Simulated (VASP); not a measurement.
# Cd3Ir (Pm-3m) in VASP: notebook

Cd3Ir is run at these levels: LDA; tasks: single point.

All numbers are computed with VASP 6.6.1; they aren't measurements. Logs are shortened: lines on timing, memory, paths and dates and some standing lists are left out, and cuts for length are marked.

## (1) The cell of the first run

It takes space group Pm-3m (No. 221, cubic). The conventional cell has a = 4.217 Å, b = 4.217 Å, c = 4.217 Å, α = 90.00°, β = 90.00°, γ = 90.00°. Cd (site symmetry 4/mmm) has 8 Cd at 2.98 Å and 4 Ir at 2.98 Å within 3.9 Å. Within 3.9 Å of Ir (site symmetry m-3m) lie 12 Cd at 2.98 Å.

## (2) Single point, LDA

INCAR

```
SYSTEM = Cd3Ir
PREC = Accurate
ENCUT = 630
EDIFF = 1E-6
ISMEAR = 0
SIGMA = 0.5
LREAL = .FALSE.
LASPH = .TRUE.
NELM = 120
ALGO = Normal
ISIF = 2
LWAVE = .FALSE.
LCHARG = .FALSE.
GGA = CA
NBANDS = 46
GGA_COMPAT = .FALSE.
```

KPOINTS

```
regular mesh
0
G
  5 5 5
  0 0 0
```

POSCAR

```
Cd3Ir
1.0
    4.2167000000      0.0000000000      0.0000000000
    0.0000000000      4.2167000000      0.0000000000
    0.0000000000      0.0000000000      4.2167000000
Cd Ir
3 1
Direct
    0.0000000000      0.5000000000      0.5000000000
    0.5000000000      0.0000000000      0.5000000000
    0.5000000000      0.5000000000      0.0000000000
    0.0000000000      0.0000000000      0.0000000000
```

Potentials or basis: VASP PAW LDA potentials, release 64 (Cd_sv_GW, Ir_sv_GW).

Run with:

```sh
> cat potpaw_LDA.64/Cd_sv_GW/POTCAR potpaw_LDA.64/Ir_sv_GW/POTCAR > POTCAR
> mpirun -np 1 vasp_std > vasp.out
```

OUTCAR:

```text
SYSTEM = Cd3Ir
   PREC = Accurate
   ENCUT = 630
   EDIFF = 1E-6
   ISMEAR = 0
   LREAL = .FALSE.
   LASPH = .TRUE.
   NELM = 120
   ISIF = 2
   GGA = CA

 ion  position               nearest neighbor table
   1  0.000  0.500  0.500-   4 2.98   4 2.98   4 2.98   4 2.98
   2  0.500  0.000  0.500-   4 2.98   4 2.98   4 2.98   4 2.98
   3  0.500  0.500  0.000-   4 2.98   4 2.98   4 2.98   4 2.98
   4  0.000  0.000  0.000-   1 2.98   2 2.98   3 2.98   1 2.98   2 2.98   1 2.98   3 2.98   1 2.98
                             2 2.98   3 2.98   2 2.98   3 2.98

  LATTYP: Found a simple cubic cell.
 ALAT       =     4.2167000000

  Lattice vectors:

 A1 = (   4.2167000000,   0.0000000000,   0.0000000000)
 A2 = (   0.0000000000,   4.2167000000,   0.0000000000)
 A3 = (   0.0000000000,   0.0000000000,   4.2167000000)

Analysis of symmetry for initial positions (statically):
=====================================================================
 Subroutine PRICEL returns:
 Original cell was already a primitive cell.

 Routine SETGRP: Setting up the symmetry group for a
 simple cubic supercell.

 Subroutine GETGRP returns: Found 48 space group operations
 (whereof 48 operations were pure point group operations)
 out of a pool of 48 trial point group operations.

The static configuration has the point symmetry O_h .

Analysis of symmetry for dynamics (positions and initial velocities):
=====================================================================
 Subroutine PRICEL returns:
 Original cell was already a primitive cell.

 Routine SETGRP: Setting up the symmetry group for a
 simple cubic supercell.

 Subroutine GETGRP returns: Found 48 space group operations
 (whereof 48 operations were pure point group operations)
 out of a pool of 48 trial point group operations.

The dynamic configuration has the point symmetry O_h .

 Subroutine INISYM returns: Found 48 space group operations
 (whereof 48 operations are pure point group operations),
 and found     1 'primitive' translations

----------------------------------------------------------------------------------------

                                     Primitive cell

  volume of cell :      74.9753

  direct lattice vectors                    reciprocal lattice vectors
     4.216700000  0.000000000  0.000000000     0.237152275  0.000000000  0.000000000
     0.000000000  4.216700000  0.000000000     0.000000000  0.237152275  0.000000000
     0.000000000  0.000000000  4.216700000     0.000000000  0.000000000  0.237152275

  length of vectors
     4.216700000  4.216700000  4.216700000     0.237152275  0.237152275  0.237152275

  position of ions in fractional coordinates (direct lattice)
     0.000000000  0.500000000  0.500000000
     0.500000000  0.000000000  0.500000000
     0.500000000  0.500000000  0.000000000
     0.000000000  0.000000000  0.000000000

  ion indices of the primitive-cell ions
   primitive index   ion index
                 1           1
                 2           2
                 3           3
                 4           4

----------------------------------------------------------------------------------------

 KPOINTS: regular mesh

Automatic generation of k-mesh.
 Grid dimensions read from file:
 generate k-points for:    5    5    5

 Generating k-lattice:

  Cartesian coordinates                     Fractional coordinates (reciprocal lattice)
     0.047430455  0.000000000  0.000000000     0.200000000  0.000000000  0.000000000
     0.000000000  0.047430455  0.000000000     0.000000000  0.200000000  0.000000000
     0.000000000  0.000000000  0.047430455     0.000000000  0.000000000  0.200000000

  Length of vectors
     0.047430455  0.047430455  0.047430455

  Shift w.r.t. Gamma in fractional coordinates (k-lattice)
     0.000000000  0.000000000  0.000000000

 Subroutine IBZKPT returns following result:
 ===========================================

 Found     10 irreducible k-points:

 Following reciprocal coordinates:
            Coordinates               Weight
  0.000000  0.000000  0.000000      1.000000
  0.200000  0.000000  0.000000      6.000000
  0.400000  0.000000  0.000000      6.000000
  0.200000  0.200000  0.000000     12.000000
  0.400000  0.200000  0.000000     24.000000
  0.400000  0.400000  0.000000     12.000000
  0.200000  0.200000  0.200000      8.000000
  0.400000  0.200000  0.200000     24.000000
  0.400000  0.400000  0.200000     24.000000
  0.400000  0.400000  0.400000      8.000000
   k-points           NKPTS =     10   k-points in BZ     NKDIM =     10   number of bands    NBANDS=     46
   number of dos      NEDOS =    301   number of ions     NIONS =      4
   total plane-waves  NPLWV =  46656
   dimension x,y,z NGX =    36 NGY =   36 NGZ =   36
   dimension x,y,z NGXF=    72 NGYF=   72 NGZF=   72
   ions per type =               3   1
   NGX,Y,Z   is equivalent  to a cutoff of  14.19, 14.19, 14.19 a.u.
   NGXF,Y,Z  is equivalent  to a cutoff of  28.39, 28.39, 28.39 a.u.
 SYSTEM =  Cd3Ir
   PREC   = accura    normal or accurate (medium, high low for compatibility)
   ISTART =      0    job   : 0-new  1-cont  2-samecut
   ICHARG =      2    charge: 1-file 2-atom 10-const
   ISPIN  =      1    spin polarized calculation?
   LNONCOLLINEAR =      F non collinear calculations
   LSORBIT =      F    spin-orbit coupling
   LASPH  =      T    aspherical Exc in radial PAW
   ENCUT  =  630.0 eV  46.30 Ry    6.80 a.u.   8.63  8.63  8.63*2*pi/ulx,y,z
   NELM   =    120;   NELMIN=  2; NELMDL= -5     # of ELM steps
   EDIFF  = 0.1E-05   stopping-criterion for ELM
   LREAL  =      F    real-space projection
   EDIFFG = 0.1E-04   stopping-criterion for IOM
   NSW    =      0    number of steps for IOM
   IBRION =     -1    ionic relax: 0-MD 1-quasi-New 2-CG
   NFREE  =      0    steps in history (QN), initial steepest desc. (CG)
   ISIF   =      2    stress and relaxation
   ISYM   =      2    0-nonsym 1-usesym 2-fastsym
   POTIM  = 0.5000    time-step for ionic-motion
   TEBEG  =    0.0;   TEEND  =   0.0 temperature during run
   PSTRESS=    0.0 pullay stress
   NELECT =      77.0000    total number of electrons
   NUPDOWN=      -1.0000    fix difference up-down
   EMIN   =  10.00;   EMAX   =-10.00  energy-range for DOS
   EFERMI =   0.00;   METHOD = LEGACY
   ISMEAR =     0;   SIGMA  =   0.50  broadening in eV -4-tet -1-fermi 0-gaus
   EFERMI_NEDOS =   21; number of points for ismear=-14 and -15
   IALGO  =     38    algorithm
   IMIX   =      4    mixing-type and parameters
     AMIX     =   0.40;   BMIX     =  1.00
     AMIX_MAG =   1.60;   BMIX_MAG =  1.00
  volume/ion in A,a.u.               =      18.74       126.49
  Fermi-wavevector in a.u.,A,eV,Ry     =   1.651705  3.121269 37.118434  2.728128
  Thomas-Fermi vector in A             =   2.740439
   LORBIT       =      0    0 simple, 1 ext, 2 COOP (PROOUT), +10 PAW based schemes
   GGA     = CA    functional components
   LHFCALC =     F    Hartree Fock is set to
   AEXX    =    0.0000 exact exchange contribution
   IVDW    =     0    specifies the selected vdW correction
   LEPSILON=     F    determine dielectric tensor
   LRPA    =     F    only Hartree local field effects (RPA)
 non-spin polarized calculation
 Gauss-broadening in eV      SIGMA  =   0.50
  energy-cutoff  :      630.00
  volume of cell :       74.98
 maximum number of plane-waves:      2721
 NGX is ok and might be reduce to    36
   NGX = 17   NGY = 17   NGZ = 17

 number of electron      77.0000004 magnetization

 Free energy of the ion-electron system (eV)
  ---------------------------------------------------
  ext. energy  EPLUGINS =         0.00000000
  ---------------------------------------------------
  free energy    TOTEN  =       -15.17283882 eV

  energy without entropy =      -14.95050790  energy(sigma->0) =      -15.06167336

 E-fermi :   7.4093     XC(G=0): -12.6209

 val. band max:        7.2027306518   @ k =   0.0000   0.0000   0.0000
 cond. band min:       7.5080483151   @ k =   0.2000   0.2000   0.2000
 fundamental gap:      0.3053176633
 Fermi energy:         7.4092757292

 k-point     1 :       0.0000    0.0000    0.0000
  band No.  band energies     occupation
      1     -94.7929      2.00000
      2     -94.7866      2.00000
      3     -94.7866      2.00000
      4     -83.4411      2.00000
      5     -56.2361      2.00000
      6     -56.2361      2.00000
[... 38 lines left out ...]
     45      15.1644      0.00000
     46      15.1644      0.00000

 k-point     2 :       0.2000    0.0000    0.0000
  band No.  band energies     occupation
      1     -94.7924      2.00000
      2     -94.7871      2.00000
      3     -94.7866      2.00000
      4     -83.4410      2.00000
      5     -56.2352      2.00000
      6     -56.2352      2.00000
[... 38 lines left out ...]
     45      14.5567      0.00000
     46      14.8566      0.00000

 k-point     3 :       0.4000    0.0000    0.0000
  band No.  band energies     occupation
      1     -94.7912      2.00000
      2     -94.7884      2.00000
      3     -94.7866      2.00000
      4     -83.4410      2.00000
      5     -56.2338      2.00000
      6     -56.2338      2.00000
[... 38 lines left out ...]
     45      12.9454      0.00000
     46      14.9444      0.00000

 k-point     4 :       0.2000    0.2000    0.0000
  band No.  band energies     occupation
      1     -94.7919      2.00000
      2     -94.7873      2.00000
      3     -94.7869      2.00000
      4     -83.4409      2.00000
      5     -56.2406      2.00000
      6     -56.2344      2.00000
[... 234 lines left out ...]
     45      15.4167      0.00000
     46      15.7863      0.00000

 k-point     9 :       0.4000    0.4000    0.2000
  band No.  band energies     occupation
      1     -94.7896      2.00000
      2     -94.7885      2.00000
      3     -94.7880      2.00000
      4     -83.4409      2.00000
      5     -56.2582      2.00000
      6     -56.2224      2.00000
[... 38 lines left out ...]
     45      16.0865      0.00000
     46      17.8137      0.00000

 k-point    10 :       0.4000    0.4000    0.4000
  band No.  band energies     occupation
      1     -94.7891      2.00000
      2     -94.7885      2.00000
      3     -94.7885      2.00000
      4     -83.4408      2.00000
      5     -56.2669      2.00000
      6     -56.2134      2.00000
[... 38 lines left out ...]
     45      19.6586      0.00000
     46      19.6617      0.00000

------------------------ aborting loop because EDIFF is reached ----------------------------------------

  FORCE on cell =-STRESS in cart. coord.  units (eV):
  Direction    XX          YY          ZZ          XY          YZ          ZX
  --------------------------------------------------------------------------------------
  -------------------------------------------------------------------------------------
  Total       -5.0251225     -5.0251225     -5.0251225     -0.0000000     -0.0000000     -0.0000000
  in kB     -107.3838882   -107.3838882   -107.3838882     -0.0000000     -0.0000000     -0.0000000
  external PRESSURE =    -107.3838882 kB  Pullay stress =       0.0000000 kB

 VOLUME and BASIS-vectors are now :
 -----------------------------------------------------------------------------
  energy-cutoff  :      630.00
  volume of cell :       74.98
      direct lattice vectors                 reciprocal lattice vectors
     4.216700000  0.000000000  0.000000000     0.237152275  0.000000000  0.000000000
     0.000000000  4.216700000  0.000000000     0.000000000  0.237152275  0.000000000
     0.000000000  0.000000000  4.216700000     0.000000000  0.000000000  0.237152275

 POSITION                                       TOTAL-FORCE (eV/Angst)
 -----------------------------------------------------------------------------------
      0.00000      2.10835      2.10835         0.000000      0.000000      0.000000
      2.10835      0.00000      2.10835         0.000000      0.000000      0.000000
      2.10835      2.10835      0.00000         0.000000      0.000000      0.000000
      0.00000      0.00000      0.00000         0.000000      0.000000      0.000000
 -----------------------------------------------------------------------------------
    total drift:                                0.000000      0.000000      0.000000

  FREE ENERGIE OF THE ION-ELECTRON SYSTEM (eV)
  ---------------------------------------------------
  free  energy   TOTEN  =       -15.1728388248 eV

  energy  without entropy=      -14.9505078968  energy(sigma->0) =      -15.06167336
```

It took 24 s on 1 thread of Intel Xeon 6975P-C (Granite Rapids), shared host; peak memory 0.2 GiB.

Results:

```
Free energy            : -15.1728 eV
Pressure               : -10.7 GPa
Band gap on the k mesh : zero (an odd number of electrons rules out a gap without spin polarisation)
```

Caveat: the cell stands under tension; so wide a smearing shifts energies and pressures; spin-orbit coupling is left out, which moves the levels of the heavy elements.

## (3) Single point, LDA

INCAR

```
ALGO = Normal
EDIFF = 1E-6
ENCUT = 630
GGA_COMPAT = False
ISIF = 2
ISMEAR = 0
LASPH = True
LCHARG = False
LREAL = False
LWAVE = False
NBANDS = 46
NELM = 120
PREC = Accurate
SIGMA = 0.3
```

KPOINTS

```
k-points
0
Gamma
  5 5 5
```

POSCAR is that of step 2.

Potentials or basis: VASP PAW LDA potentials, release 64 (Cd_sv_GW, Ir_sv_GW).

Run with:

```sh
> cat potpaw_LDA.64/Cd_sv_GW/POTCAR potpaw_LDA.64/Ir_sv_GW/POTCAR > POTCAR
> mpirun -np 1 vasp_std > vasp.out
```

It took 49 s on 1 thread of Intel Xeon Platinum 8488C (Sapphire Rapids), shared host; peak memory 0.2 GiB.

It converged, with:

- Free energy: -15.1049 eV
- Pressure: -11.0 GPa
- Band gap on the k mesh: zero (an odd number of electrons rules out a gap without spin polarisation)

Levels at points of the mesh, in eV from the Fermi level:
```tsv
k point	band 34	band 35	band 36	band 37	band 38	band 39	band 40	band 41	band 42	band 43
(0.00, 0.00, 0.00)	-2.10	-0.95	-0.95	-0.95	-0.21	-0.21	-0.21	3.38	4.46	4.46
```

Caveat: the cell stands under tension; so wide a smearing shifts energies and pressures; spin-orbit coupling is left out, which moves the levels of the heavy elements.

The gap in the log of VASP goes by the Fermi energy; the results here count the filled bands.